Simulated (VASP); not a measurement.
A run of VASP 6.6.1 is set up as follows.

Contents of INCAR:

```
  ALGO = Normal
  EDIFF = 1E-6
  EDIFFG = -0.008
  ENCUT = 600
  GGA = PS
  IBRION = 2
  ISIF = 3
  ISMEAR = 0
  LASPH = True
  LCHARG = False
  LREAL = False
  LWAVE = False
  NELM = 100
  NSW = 70
  PREC = Accurate
  PSTRESS = 100.0
  SIGMA = 0.1
```

KPOINTS

```
k-points
0
Gamma
  12 12 12
```

POSCAR

```
AlCu3
1.0
    0.0000000000      2.8275458809      2.8275458809
    2.8275458809      0.0000000000      2.8275458809
    2.8275458809      2.8275458809      0.0000000000
Al Cu
1 3
Direct
    0.0000000000      0.0000000000      0.0000000000
    0.5000000000      0.5000000000      0.5000000000
    0.2500000000      0.2500000000      0.2500000000
    0.7500000000      0.7500000000      0.7500000000
```

Potentials or basis: VASP PAW PBE potentials, release 64 (Al, Cu).

The run is started by

```sh
$ cat potpaw_PBE.64/Al/POTCAR potpaw_PBE.64/Cu/POTCAR > POTCAR
$ mpirun -np 1 vasp_std > vasp.out
```

Problem. What does it give for the relaxed cell?

Solution. a = 4.004 Å, b = 4.004 Å, c = 4.004 Å, α = 60.00°, β = 60.00°, γ = 60.00°.

Problem. Estimate the space group after relaxing (to 0.05 Å).

Solution. Fm-3m (No. 225).

Step by step:
```
step  energy change (eV)  largest force (eV/Å)  pressure (GPa)  volume (Å³)
   1              0.0000                0.0000           10.72        45.21
   2             -0.0211                0.0000            9.42        45.55
   3             -0.0129                0.0000            9.87        45.41
   4             -0.0110                0.0000           10.09        45.38
```

Caveat: the cell is relaxed towards a set pressure, so the enthalpy falls and the energy may rise; the PAW data sets were made with another functional, which shifts forces and pressure a little.
